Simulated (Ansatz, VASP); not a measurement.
**MnS in VASP and in Ansatz**

```xyz
2
Lattice="0.0000 2.8000 2.8000 2.8000 0.0000 2.8000 2.8000 2.8000 0.0000" Properties=species:S:1:pos:R:3 pbc="T T T"
Mn    0.0000    0.0000    0.0000
S     4.2000    4.2000    4.2000
```

Alike in both runs: task single point; functional r2SCAN; k mesh 10 × 10 × 10; occupations gaussian, width 0.05 eV; collinear spin.

|  | VASP | Ansatz |
| --- | --- | --- |
| version | VASP 6.6.1 | Ansatz 0.2.0 |
| potentials or method | VASP PAW PBE potentials, release 64 (Mn_pv, S), cutoff 520 eV | scalar-relativistic, plane waves, PAW |
| valence electrons in the cell | 19 | 21 |

```csv
,VASP,Ansatz,Ansatz less VASP
gap on the k mesh at the Fermi level (eV),0.57,0.58,+0.007
least direct gap on the mesh (eV),1.24,1.23,-0.012
pressure (GPa),1.8,1.8,-0.09
net moment per atom (μB),2.50,2.50,0.000
size of the moment on the site where the two differ most (μB),4.46,4.30,-0.162
```

VASP's potentials were made for PBE, not for r2SCAN. Site moments also hang on the region over which each program counts them. VASP's potentials hold 19 valence electrons a cell and Ansatz's 21, so a difference there can come from the potentials and not from the codes. Ansatz's warnings: stability check not made.
